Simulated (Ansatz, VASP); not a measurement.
## One calculation of Si, two programs

Contents of INCAR:

```
PREC = Accurate ; ENCUT = 520
EDIFF = 1E-6 ; ISMEAR = 0
SIGMA = 0.02 ; LREAL = F
LASPH = T ; NELM = 100
ALGO = Normal ; ISIF = 2
LWAVE = F ; LCHARG = F
GGA = PE ; IBRION = 2
NSW = 60 ; EDIFFG = -0.002
```

Contents of KPOINTS:

```
Automatic mesh
0
Gamma
  9 9 6
```

File POSCAR:

```
Si
1.0
    3.8705962637      0.0000000000      0.0000000000
   -1.9352981318      3.3520346921      0.0000000000
    0.0000000000      0.0000000000      6.3544717129
Si
4
Direct
    0.3333333333      0.6666666667     -0.0004646454
    0.6666666667      0.3333333333      0.4995353546
    0.3333333333      0.6666666667      0.3744646454
    0.6666666667      0.3333333333      0.8744646454
```

Input for Ansatz:

```yaml
crystal:
  lattice:
    - [3.8705962637, 0.0, 0.0]
    - [-1.9352981318, 3.3520346921, 0.0]
    - [0.0, 0.0, 6.3544717129]
  atoms:
    - { symbol: Si, position: [0.3333333333, 0.6666666667, -0.0004646454] }
    - { symbol: Si, position: [0.6666666667, 0.3333333333, 0.4995353546] }
    - { symbol: Si, position: [0.3333333333, 0.6666666667, 0.3744646454] }
    - { symbol: Si, position: [0.6666666667, 0.3333333333, 0.8744646454] }
basis:
  ecutwfc: 420
kpoints:
  mp_grid: { grid: [9, 9, 6] }
hamiltonian:
  xc: pbe
  pseudopotentials: { kind: paw, azcp: { folder: soft_1 } }
scf:
  occupations: { method: gaussian, width: 0.02 }
output:
  forces: true
  stress: true
  eigenvalues: true
relax:
  adjacent_minimum: "off"
  f_tol: 0.002
  max_steps: 40
```

Change from the starting cell: strained cell.

Alike in both runs: task relaxation of the atoms; functional PBE; k mesh 9 × 9 × 6; occupations gaussian, width 0.02 eV; no spin polarisation.

|  | VASP | Ansatz |
| --- | --- | --- |
| version | VASP 6.6.1 | Ansatz 0.2.0 |
| potentials or method | VASP PAW PBE potentials, release 64 (Si), cutoff 520 eV | scalar-relativistic, plane waves, PAW |
| valence electrons in the cell | 16 | 16 |

```tsv
	VASP	Ansatz	Ansatz less VASP
gap on the k mesh at the Fermi level, each at its own relaxed structure (eV)	0.49	0.49	-0.001
```

Ansatz's warnings: stress scf threshold loose.
